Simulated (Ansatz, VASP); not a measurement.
**One calculation of SiC6, two programs**

```
Si C
1.0
     5.35562   -0.01275    0.50817
    -0.00091    4.93196   -0.12066
     0.51677   -0.12902    5.26247
Si C
2 12
Direct
  0.49720 0.07327 0.66676
  0.13852 0.71360 0.04185
  0.78317 0.93567 0.45106
  0.65207 0.82229 0.02719
  0.39010 0.26250 0.07139
  0.40852 0.95698 0.02069
  0.73220 0.59209 0.85518
  0.00588 0.90277 0.58105
  0.00802 0.61980 0.70080
  0.82803 0.87519 0.19112
  0.17251 0.11319 0.58728
  0.12111 0.39143 0.50568
  0.21576 0.43604 0.24692
  0.57099 0.36855 0.85858
```

Alike in both runs: functional PBE; k mesh 3 × 3 × 3; occupations gaussian, width 0.1 eV; no spin polarisation.

Ansatz relaxed the structure, and its values are those at the end. VASP's run is a single point on that final structure, the one shown.

```csv
,VASP,Ansatz
version,VASP 6.6.1,Ansatz 0.2.0
potentials or method,"VASP PAW PBE potentials, release 64 (Si, C), cutoff 520 eV","scalar-relativistic, plane waves, PAW"
valence electrons in the cell,56,56
```

|  | VASP | Ansatz | Ansatz less VASP |
| --- | --- | --- | --- |
| gap on the k mesh at the Fermi level (eV) | none | none | - |
| rms of the force components (eV/Å) | 0.018 | 0.007 | -0.0114 |

A gap of «none» marks a metal or a gap that the smearing closes.

The k mesh is coarse, so the values compare programs but aren't converged.
